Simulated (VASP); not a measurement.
# ZnO: single point with LDA

ZnO:

```xyz
4
Lattice="3.1287 0.0000 0.0000 -1.5643 2.7095 0.0000 0.0000 0.0000 5.0607" Properties=species:S:1:pos:R:3 pbc="T T T"
Zn    0.0000    1.8064    2.5325
Zn    1.5643    0.9032    0.0021
O     1.5643    0.9032    1.9159
O     0.0000    1.8064    4.4462
```

```yaml
Program: VASP 6.6.1
Task: single point
Functional: LDA
Potentials_or_basis: VASP PAW LDA potentials, release 64 (Zn, O_h)
Cutoff: 1340 eV
k_mesh: 8 × 8 × 4
Occupations: gaussian, width 0.01 eV
Spin: no spin polarisation
```

```json
{
 "Pressure": "11.5 GPa",
 "Band gap on the k mesh": "0.90 eV"
}
```

Levels at points of the mesh, in eV from the valence-band top:
```tsv
k point	band 15	band 16	band 17	band 18	band 19	band 20	band 21	band 22
(0.00, 0.00, 0.00)	-0.93	-0.12	0.00	0.00	0.90	5.51	8.38	13.25
(0.50, 0.00, 0.00)	-3.19	-2.64	-1.50	-0.98	6.13	6.84	7.50	9.09
(0.00, 0.00, 0.50)	-0.46	-0.46	-0.46	-0.46	3.63	3.63	10.27	10.27
(0.50, 0.00, 0.50)	-1.75	-1.75	-1.61	-1.61	5.72	5.72	8.90	8.90
```

Run time: 70 s on 1 thread of Intel(R) Xeon(R) 6975P-C (Granite Rapids), with other jobs on the host, peak memory 0.3 GiB.

Caveat: the cell stands under pressure.
